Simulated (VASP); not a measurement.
A run of VASP 6.6.1 is set up as follows.

INCAR

```
  PREC = Accurate
  ENCUT = 520
  EDIFF = 1E-7
  ISMEAR = -1
  SIGMA = 0.02
  LREAL = False
  LASPH = True
  NELM = 80
  ALGO = Normal
  ISIF = 2
  LWAVE = False
  LCHARG = False
  GGA = PE
  NBANDS = 31
```

KPOINTS

```
Automatic mesh
0
Gamma
  12 12 4
```

The input POSCAR:

```
Si2Ge
1.0
    3.8969242098      0.0000000000      0.0000000000
   -1.9484621049      3.3748353623      0.0000000000
    0.0000000000      0.0000000000      9.5421087612
Si Ge
4 2
Direct
    0.0000000000      0.0000000000      0.8770714465
    0.6666666667      0.3333333333      0.5398022008
    0.3333333333      0.6666666667      0.4601977992
    0.0000000000      0.0000000000      0.1229285535
    0.3333333333      0.6666666667      0.2080164506
    0.6666666667      0.3333333333      0.7919835494
```

Potentials or basis: VASP PAW PBE potentials, release 64 (Si, Ge_d).

Run with:

```bash
$ cat potpaw_PBE.64/Si/POTCAR potpaw_PBE.64/Ge_d/POTCAR > POTCAR
$ mpirun -np 1 vasp_std > vasp.out
```

Problem. Predict the pressure.

Solution. 1.9 GPa.

Problem. Predict the largest force.

Solution. 0.068 eV/Å.

Forces in eV/Å, atoms in the order of the input:
```
Si   0.000  0.000  0.068
Si   0.000  0.000 -0.065
Si   0.000  0.000  0.065
Si   0.000  0.000 -0.068
Ge   0.000  0.000  0.007
Ge   0.000  0.000 -0.007
```
